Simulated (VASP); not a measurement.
A run of VASP 6.6.1 is set up as follows.

INCAR

```
  ALGO = Normal
  EDIFF = 1E-6
  ENCUT = 600
  GGA = PE
  GGA_COMPAT = F
  ISIF = 2
  ISMEAR = 0
  LASPH = T
  LCHARG = F
  LREAL = F
  LWAVE = F
  NBANDS = 27
  NELM = 120
  PREC = Accurate
  SIGMA = 0.1
```

KPOINTS

```
k-points
0
Gamma
  10 10 6
```

The input POSCAR:

```
BeCd2S2
1.0
    3.7030809642      0.0000000000      0.0000000000
    0.0000000000      3.7030809642      0.0000000000
    0.0000000000      0.0000000000      7.0267486382
Be Cd S
1 2 2
Direct
    0.0000000000      0.0000000000      0.5000000000
    0.5000000000      0.5000000000      0.0000000000
    0.5000000000      0.5000000000      0.5000000000
    0.0000000000      0.0000000000      0.7812125623
    0.0000000000      0.0000000000      0.2187874377
```

Potentials or basis: VASP PAW PBE potentials, release 64 (Be, Cd, S).

Run with:

```bash
$ cat potpaw_PBE.64/Be/POTCAR potpaw_PBE.64/Cd/POTCAR potpaw_PBE.64/S/POTCAR > POTCAR
$ mpirun -np 1 vasp_std > vasp.out
```

(1) Predict the largest force.

(2) Estimate the band gap on the k mesh.

(3) Estimate the pressure.

Results:

(1) 0.016 eV/Å.

(2) zero (bands 19 and 20 overlap by 1.53 eV).

(3) 0.1 GPa.
